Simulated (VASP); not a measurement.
Runs of VASP 6.6.1 on BiB. The structure is that of space group F-43m (No. 216), or close to it. The cells are those of the table. 

```csv
level,cell,smearing,gap on the mesh (eV),pressure (GPa)
r2SCAN,"a = 3.934 Å, angles 59.1°, 2 atoms",fermi-dirac 0.02 eV,0.18,-1.6
PBE,"a = 3.934 Å, angles 59.1°, 2 atoms",fermi-dirac 0.02 eV,0.07,(b)
PBE,"a = 3.878, b = 3.878, c = 3.862 Å, angles 60.1, 60.1, 59.7°, 2 atoms",fermi-dirac 0.02 eV,0.31,1.8
r2SCAN,"a = 3.824, b = 3.824, c = 3.882 Å, angles 59.5, 59.5, 61.0°, 2 atoms",gaussian 0.01 eV,(a),2.5
PBE,"a = 3.824, b = 3.824, c = 3.882 Å, angles 59.5, 59.5, 61.0°, 2 atoms",fermi-dirac 0.02 eV,0.33,3.8
```

Alike in all rows: task single point; potentials or basis VASP PAW PBE potentials, release 64 (B, Bi_d); no spin polarisation; k mesh 8 × 8 × 8; cutoff (eV) 520.

Problem. Fill in the values left out.

Solution. (a) 0.44; (b) -0.2.

Caveats: spin-orbit coupling is left out, which moves the levels of the heavy elements; the PAW data sets were made with another functional, which shifts forces and pressure a little (some runs).

A k mesh can miss the band edges, and the runs leave out spin-orbit coupling on Bi.
